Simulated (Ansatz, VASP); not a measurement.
# One calculation of Be3ZnO, two programs

```
Be Zn O
1.0
     3.77502    0.00000    0.00000
    -1.88751    3.26926    0.00000
     0.00000    0.00000    4.16476
Be Zn O
3 1 1
Direct
  0.00000 0.00000 0.26968
  0.00000 0.00000 0.73032
  0.33333 0.66667 0.50000
  0.66667 0.33333 0.50000
  0.33333 0.66667 0.00000
```

Alike in both runs: functional PBE; k mesh 12 × 12 × 10; occupations gaussian, width 0.1 eV; no spin polarisation.

Ansatz relaxed the structure, and its values are those at the end. VASP's run is a single point on that final structure, the one shown.

```csv
,VASP,Ansatz
version,VASP 6.6.1,Ansatz 0.2.0
potentials or method,"VASP PAW PBE potentials, release 64 (Be, Zn, O), cutoff 520 eV","scalar-relativistic, plane waves, PAW"
valence electrons in the cell,24,24
```

```tsv
	VASP	Ansatz	Ansatz less VASP
gap on the k mesh at the Fermi level (eV)	none	none	-
pressure (GPa)	0.2	0.0	-0.18
rms of the force components (eV/Å)	0.011	0.001	-0.0098
```

A gap of «none» marks a metal or a gap that the smearing closes. With one functional, cell and mesh, what is left measures potentials, basis and numerics.
